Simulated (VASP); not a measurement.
# Ta2C (P-3m1) in VASP: a series of runs

Runs on Ta2C. Level: PBEsol. Tasks: single point.

Everything below comes from runs of VASP 6.6.1. Logs are shortened: lines on timing, memory, paths and dates and some standing lists are left out, and cuts for length are marked.

## (1) The cell of the first run

The structure is trigonal, space group P-3m1 (No. 164). Conventional cell: a = 3.095 Å, b = 3.095 Å, c = 14.342 Å, α = 90.00°, β = 90.00°, γ = 120.00°. Within 2.9 Å of Ta (site symmetry 3m) lie 3 C at 2.18 Å. Within 2.9 Å of Ta (site symmetry 3m) lie 3 C at 2.18 Å. Within 2.9 Å of C (site symmetry 3m) lie 6 Ta at 2.18 Å.

## (2) Single point, PBEsol (the distance across one plane changed)

INCAR

```
PREC = Accurate ; ENCUT = 520
EDIFF = 1E-6 ; ISMEAR = 0
SIGMA = 0.15 ; LREAL = False
LASPH = True ; NELM = 100
ALGO = Fast ; ISIF = 2
LWAVE = False ; LCHARG = False
GGA = PS ; NBANDS = 35
```

KPOINTS

```
regular mesh
0
Gamma
  17 17 5
```

POSCAR

```
Ta2C
1.0
   -1.5476503522     -2.6806090424      0.0000000000
    1.5476503522     -2.6806090424      0.0000000000
    0.0000000000      0.0000000000     14.3421605593
Ta C
4 2
Direct
    0.6666666667      0.6666666667      0.6014466532
    0.6666666667      0.6666666667      0.2583267823
    0.3333333333      0.3333333333      0.0847930886
    0.3333333333      0.3333333333      0.4279129595
    1.0000000000      0.0000000000      0.5146798064
    1.0000000000      0.0000000000      0.1715599355
```

Potentials or basis: VASP PAW PBE potentials, release 64 (Ta_pv, C).

Launch:

```console
$ cat potpaw_PBE.64/Ta_pv/POTCAR potpaw_PBE.64/C/POTCAR > POTCAR
$ mpirun -np 1 vasp_std > vasp.out
```

OUTCAR:

```text
PREC = Accurate
   ENCUT = 520
   EDIFF = 1E-6
   ISMEAR = 0
   LREAL = False
   LASPH = True
   NELM = 100
   ISIF = 2
   GGA = PS

 ion  position               nearest neighbor table
   1  0.667  0.667  0.601-   5 2.18   5 2.18   5 2.18   4 3.06   4 3.06   4 3.06
   2  0.667  0.667  0.258-   6 2.18   6 2.18   6 2.18   4 3.02   4 3.02   4 3.02   3 3.06   3 3.06
                             3 3.06
   3  0.333  0.333  0.085-   6 2.18   6 2.18   6 2.18   2 3.06   2 3.06   2 3.06
   4  0.333  0.333  0.428-   5 2.18   5 2.18   5 2.18   2 3.02   2 3.02   2 3.02   1 3.06   1 3.06
                             1 3.06
   5  0.000  0.000  0.515-   1 2.18   1 2.18   1 2.18   4 2.18   4 2.18   4 2.18
   6  0.000  0.000  0.172-   2 2.18   2 2.18   2 2.18   3 2.18   3 2.18   3 2.18

  LATTYP: Found a hexagonal cell.
 ALAT       =     3.0953007044
 C/A-ratio  =     4.6335273787

  Lattice vectors:

 A1 = (  -1.5476503522,   2.6806090424,   0.0000000000)
 A2 = (  -1.5476503522,  -2.6806090424,   0.0000000000)
 A3 = (   0.0000000000,   0.0000000000,  14.3421605593)

Analysis of symmetry for initial positions (statically):
=====================================================================
 Subroutine PRICEL returns:
 Original cell was already a primitive cell.

 Routine SETGRP: Setting up the symmetry group for a
 hexagonal supercell.

 Subroutine GETGRP returns: Found 12 space group operations
 (whereof  6 operations were pure point group operations)
 out of a pool of 24 trial point group operations.

The static configuration has the point symmetry C_3v.
 The point group associated with its full space group is D_3d.

Analysis of symmetry for dynamics (positions and initial velocities):
=====================================================================
 Subroutine PRICEL returns:
 Original cell was already a primitive cell.

 Routine SETGRP: Setting up the symmetry group for a
 hexagonal supercell.

 Subroutine GETGRP returns: Found 12 space group operations
 (whereof  6 operations were pure point group operations)
 out of a pool of 24 trial point group operations.

The dynamic configuration has the point symmetry C_3v.
 The point group associated with its full space group is D_3d.

 Subroutine INISYM returns: Found 12 space group operations
 (whereof  6 operations are pure point group operations),
 and found     1 'primitive' translations

----------------------------------------------------------------------------------------

                                     Primitive cell

  volume of cell :     119.0011

  direct lattice vectors                    reciprocal lattice vectors
    -1.547650352 -2.680609042  0.000000000    -0.323070388 -0.186524776  0.000000000
     1.547650352 -2.680609042  0.000000000     0.323070388 -0.186524776  0.000000000
     0.000000000  0.000000000 14.342160559     0.000000000  0.000000000  0.069724502

  length of vectors
     3.095300704  3.095300704 14.342160559     0.373049551  0.373049551  0.069724502

  position of ions in fractional coordinates (direct lattice)
     0.666666667  0.666666667  0.601446653
     0.666666667  0.666666667  0.258326782
     0.333333333  0.333333333  0.084793089
     0.333333333  0.333333333  0.427912959
     0.000000000  0.000000000  0.514679806
     0.000000000  0.000000000  0.171559935

  ion indices of the primitive-cell ions
   primitive index   ion index
                 1           1
                 2           2
                 3           3
                 4           4
                 5           5
                 6           6

----------------------------------------------------------------------------------------

 KPOINTS: regular mesh

Automatic generation of k-mesh.
 Grid dimensions read from file:
 generate k-points for:   17   17    5

 Generating k-lattice:

  Cartesian coordinates                     Fractional coordinates (reciprocal lattice)
    -0.019004140 -0.010972046  0.000000000     0.058823529  0.000000000  0.000000000
     0.019004140 -0.010972046  0.000000000     0.000000000  0.058823529  0.000000000
     0.000000000  0.000000000  0.013944900     0.000000000  0.000000000  0.200000000

  Length of vectors
     0.021944091  0.021944091  0.013944900

  Shift w.r.t. Gamma in fractional coordinates (k-lattice)
     0.000000000  0.000000000  0.000000000

 Subroutine IBZKPT returns following result:
 ===========================================

 Found    147 irreducible k-points:

 Following reciprocal coordinates:
            Coordinates               Weight
  0.000000  0.000000  0.000000      1.000000
  0.058824  0.000000  0.000000      6.000000
  0.117647 -0.000000  0.000000      6.000000
  0.176471  0.000000  0.000000      6.000000
  0.235294 -0.000000  0.000000      6.000000
  0.294118 -0.000000  0.000000      6.000000
[... 16 lines left out ...]
 -0.470588  0.117647  0.000000     12.000000
  0.352941  0.176471  0.000000      6.000000
 [... further k-points ...]
   k-points           NKPTS =    147   k-points in BZ     NKDIM =    147   number of bands    NBANDS=     35
   number of dos      NEDOS =    301   number of ions     NIONS =      6
   total plane-waves  NPLWV =  62208
   dimension x,y,z NGX =    24 NGY =   24 NGZ =  108
   dimension x,y,z NGXF=    48 NGYF=   48 NGZF=  216
   ions per type =               4   2
   NGX,Y,Z   is equivalent  to a cutoff of  12.89, 12.89, 12.52 a.u.
   NGXF,Y,Z  is equivalent  to a cutoff of  25.78, 25.78, 25.04 a.u.
 SYSTEM =  unknown system
   PREC   = accura    normal or accurate (medium, high low for compatibility)
   ISTART =      0    job   : 0-new  1-cont  2-samecut
   ICHARG =      2    charge: 1-file 2-atom 10-const
   ISPIN  =      1    spin polarized calculation?
   LNONCOLLINEAR =      F non collinear calculations
   LSORBIT =      F    spin-orbit coupling
   LASPH  =      T    aspherical Exc in radial PAW
   ENCUT  =  520.0 eV  38.22 Ry    6.18 a.u.   5.76  5.76 26.67*2*pi/ulx,y,z
   NELM   =    100;   NELMIN=  2; NELMDL= -5     # of ELM steps
   EDIFF  = 0.1E-05   stopping-criterion for ELM
   LREAL  =      F    real-space projection
   EDIFFG = 0.1E-04   stopping-criterion for IOM
   NSW    =      0    number of steps for IOM
   IBRION =     -1    ionic relax: 0-MD 1-quasi-New 2-CG
   NFREE  =      0    steps in history (QN), initial steepest desc. (CG)
   ISIF   =      2    stress and relaxation
   ISYM   =      2    0-nonsym 1-usesym 2-fastsym
   POTIM  = 0.5000    time-step for ionic-motion
   TEBEG  =    0.0;   TEEND  =   0.0 temperature during run
   PSTRESS=    0.0 pullay stress
   NELECT =      52.0000    total number of electrons
   NUPDOWN=      -1.0000    fix difference up-down
   EMIN   =  10.00;   EMAX   =-10.00  energy-range for DOS
   EFERMI =   0.00;   METHOD = LEGACY
   ISMEAR =     0;   SIGMA  =   0.15  broadening in eV -4-tet -1-fermi 0-gaus
   EFERMI_NEDOS =   21; number of points for ismear=-14 and -15
   IALGO  =     68    algorithm
   IMIX   =      4    mixing-type and parameters
     AMIX     =   0.40;   BMIX     =  1.00
     AMIX_MAG =   1.60;   BMIX_MAG =  1.00
  volume/ion in A,a.u.               =      19.83       133.84
  Fermi-wavevector in a.u.,A,eV,Ry     =   1.242298  2.347602 20.997916  1.543303
  Thomas-Fermi vector in A             =   2.376658
   LORBIT       =      0    0 simple, 1 ext, 2 COOP (PROOUT), +10 PAW based schemes
   GGA     = PS    functional components
   LHFCALC =     F    Hartree Fock is set to
   AEXX    =    0.0000 exact exchange contribution
   IVDW    =     0    specifies the selected vdW correction
   LEPSILON=     F    determine dielectric tensor
   LRPA    =     F    only Hartree local field effects (RPA)
 non-spin polarized calculation
 RMM-DIIS sequential band-by-band and
 Gauss-broadening in eV      SIGMA  =   0.15
  energy-cutoff  :      520.00
  volume of cell :      119.00
 maximum number of plane-waves:      3226
   NGX = 11   NGY = 11   NGZ = 53

 number of electron      52.0000004 magnetization

 Free energy of the ion-electron system (eV)
  ---------------------------------------------------
  ext. energy  EPLUGINS =         0.00000000
  ---------------------------------------------------
  free energy    TOTEN  =       -70.18805042 eV

  energy without entropy =      -70.13567671  energy(sigma->0) =      -70.16186357

 E-fermi :   3.1792     XC(G=0): -10.0132

 val. band max:        3.1677652506   @ k =  -0.4118   0.2941   0.4000
 cond. band min:       3.1796289490   @ k =  -0.4706   0.2353   0.0000
 fundamental gap:      0.0118636984
 Fermi energy:         3.1791560412

 k-point     1 :       0.0000    0.0000    0.0000
  band No.  band energies     occupation
      1     -31.8107      2.00000
      2     -31.7471      2.00000
      3     -31.2759      2.00000
      4     -31.0683      2.00000
      5     -31.0683      2.00000
      6     -31.0671      2.00000
[... 27 lines left out ...]
     34       6.4009      0.00000
     35       6.9348      0.00000

 k-point     2 :       0.0588    0.0000    0.0000
  band No.  band energies     occupation
      1     -31.8043      2.00000
      2     -31.7437      2.00000
      3     -31.2772      2.00000
      4     -31.0913      2.00000
      5     -31.0853      2.00000
      6     -31.0738      2.00000
[... 27 lines left out ...]
     34       5.9428      0.00000
     35       6.7531      0.00000

 k-point     3 :       0.1176   -0.0000    0.0000
  band No.  band energies     occupation
      1     -31.7859      2.00000
      2     -31.7342      2.00000
      3     -31.2853      2.00000
      4     -31.1548      2.00000
      5     -31.1338      2.00000
      6     -31.0894      2.00000
[... 27 lines left out ...]
     34       5.9924      0.00000
     35       6.3315      0.00000

 k-point     4 :       0.1765    0.0000    0.0000
  band No.  band energies     occupation
      1     -31.7582      2.00000
      2     -31.7209      2.00000
      3     -31.3189      2.00000
      4     -31.2475      2.00000
      5     -31.1897      2.00000
      6     -31.1130      2.00000
[... 27 lines left out ...]
     34       6.0962      0.00000
     35       6.4487      0.00000

 k-point     5 :       0.2353   -0.0000    0.0000
  band No.  band energies     occupation
      1     -31.7257      2.00000
      2     -31.7073      2.00000
      3     -31.3962      2.00000
      4     -31.3554      2.00000
      5     -31.2363      2.00000
      6     -31.1844      2.00000
[... 638 lines left out ...]
 k-point    22 :       0.4706    0.1176    0.0000
  band No.  band energies     occupation
      1     -31.6957      2.00000
      2     -31.6600      2.00000
      3     -31.6333      2.00000
      4     -31.6058      2.00000
      5     -31.4091      2.00000
      6     -31.3677      2.00000
[... 27 lines left out ...]
     34       7.1889      0.00000
     35       7.7311      0.00000

 k-point    23 :      -0.4706    0.1176    0.0000
  band No.  band energies     occupation
      1     -31.6965      2.00000
      2     -31.6821      2.00000
      3     -31.6554      2.00000
      4     -31.6291      2.00000
      5     -31.4159      2.00000
      6     -31.3907      2.00000
[... 27 lines left out ...]
     34       7.3773      0.00000
     35       7.8188      0.00000

 k-point    24 :       0.3529    0.1765    0.0000
  band No.  band energies     occupation
      1     -31.6920      2.00000
      2     -31.6866      2.00000
      3     -31.4725      2.00000
      4     -31.4496      2.00000
      5     -31.3349      2.00000
      6     -31.2667      2.00000
[... 27 lines left out ...]
     34       6.6627      0.00000
     35       7.0288      0.00000

 [... further k-points ...]
[... 5 lines left out ...]
  --------------------------------------------------------------------------------------
  -------------------------------------------------------------------------------------
  Total       -3.5402518     -3.5402518     -2.1153912      0.0000000      0.0000000      0.0000000
  in kB      -47.6643667    -47.6643667    -28.4806807      0.0000000      0.0000000      0.0000000
  external PRESSURE =     -41.2698047 kB  Pullay stress =       0.0000000 kB

 VOLUME and BASIS-vectors are now :
 -----------------------------------------------------------------------------
  energy-cutoff  :      520.00
  volume of cell :      119.00
      direct lattice vectors                 reciprocal lattice vectors
    -1.547650352 -2.680609042  0.000000000    -0.323070388 -0.186524776  0.000000000
     1.547650352 -2.680609042  0.000000000     0.323070388 -0.186524776  0.000000000
     0.000000000  0.000000000 14.342160559     0.000000000  0.000000000  0.069724502

 POSITION                                       TOTAL-FORCE (eV/Angst)
 -----------------------------------------------------------------------------------
      0.00000     -3.57415      8.62604         0.000000      0.000000     -0.686228
      0.00000     -3.57415      3.70496        -0.000000     -0.000000     -0.667617
      0.00000     -1.78707      1.21612        -0.000000     -0.000000      0.686228
      0.00000     -1.78707      6.13720         0.000000     -0.000000      0.667617
      0.00000      0.00000      7.38162         0.000000      0.000000      0.295519
      0.00000      0.00000      2.46054        -0.000000     -0.000000     -0.295519
 -----------------------------------------------------------------------------------
    total drift:                                0.000000      0.000000     -0.000028

  FREE ENERGIE OF THE ION-ELECTRON SYSTEM (eV)
  ---------------------------------------------------
  free  energy   TOTEN  =       -70.1880504196 eV

  energy  without entropy=      -70.1356767146  energy(sigma->0) =      -70.16186357
```

It took 22 min on 1 thread of Oxide Virtual Turin-like, shared host; peak memory 0.54 GiB.

Results:

```
Free energy            : -70.1881 eV
Pressure               : -4.1 GPa
Largest force          : 0.686 eV/Å
Band gap on the k mesh : zero (bands 26 and 27 overlap by 0.39 eV)
```

Forces on the atoms (eV/Å):
```
Ta   0.000  0.000 -0.686
Ta   0.000  0.000 -0.668
Ta   0.000  0.000  0.686
Ta   0.000  0.000  0.668
C    0.000  0.000  0.296
C    0.000  0.000 -0.296
```

Stress tensor (GPa, compression positive):
```
-4.77  0.00  0.00
 0.00 -4.77  0.00
 0.00  0.00 -2.85
```

Levels at points of the mesh, in eV from the Fermi level:
```csv
k point,band 23,band 24,band 25,band 26,band 27,band 28,band 29,band 30
"(0.00, 0.00, 0.00)",-0.97,-0.49,-0.40,-0.13,-0.13,0.29,0.29,1.40
```

Caveat: the cell differs from its parent crystal (the distance across one plane changed); the cell stands under tension; the PAW data sets were made with another functional, which shifts forces and pressure a little; spin-orbit coupling is left out, which moves the levels of the heavy elements.

## (3) Single point, PBEsol (the distance across one plane changed)

INCAR

```
PREC = Accurate
ENCUT = 520
EDIFF = 1E-7
ISMEAR = 0
SIGMA = 0.15
LREAL = False
LASPH = True
NELM = 60
ALGO = Fast
ISIF = 2
LWAVE = False
LCHARG = True
GGA = PS
LELF = True
LVHAR = True
NBANDS = 35
```

KPOINTS

```
Automatic mesh
0
Gamma
  17 17 5
```

POSCAR

```
Ta2C
1.0
   -1.5476503522     -2.6806090424      0.0000000000
    1.5476503522     -2.6806090424      0.0000000000
    0.0000000000      0.0000000000     15.8421605593
Ta C
4 2
Direct
    0.6666666667      0.6666666667      0.5444992453
    0.6666666667      0.6666666667      0.2338673551
    0.3333333333      0.3333333333      0.0767645352
    0.3333333333      0.3333333333      0.3873964254
    1.0000000000      0.0000000000      0.4659478353
    1.0000000000      0.0000000000      0.1553159451
```

Potentials or basis: VASP PAW PBE potentials, release 64 (Ta_pv, C).

Launch:

```console
$ cat potpaw_PBE.64/Ta_pv/POTCAR potpaw_PBE.64/C/POTCAR > POTCAR
$ mpirun -np 1 vasp_std > vasp.out
```

Wall time 20 min (1 thread of Oxide Virtual Turin-like, shared host); peak memory 0.59 GiB.

It converged, with:

```yaml
Free_energy: -70.1854 eV
Largest_force: 0.691 eV/Å
Band_gap_on_the_k_mesh: zero (bands 26 and 27 overlap by 0.38 eV)
```

Forces in eV/Å, atoms in the order of the input:
```
Ta   0.000  0.000 -0.691
Ta   0.000  0.000 -0.667
Ta   0.000  0.000  0.691
Ta   0.000  0.000  0.667
C    0.000  0.000  0.296
C    0.000  0.000 -0.296
```

Levels at points of the mesh, in eV from the Fermi level:
| k point | band 24 | band 25 | band 26 | band 27 | band 28 | band 29 |
| --- | --- | --- | --- | --- | --- | --- |
| (0.00, 0.00, 0.00) | -0.59 | -0.37 | -0.13 | -0.13 | 0.29 | 0.29 |

Caveat: the cell differs from its parent crystal (the distance across one plane changed); there is no dipole correction, which matters where the two faces differ; the PAW data sets were made with another functional, which shifts forces and pressure a little; spin-orbit coupling is left out, which moves the levels of the heavy elements.

The gap in the log of VASP goes by the Fermi energy; the results here count the filled bands.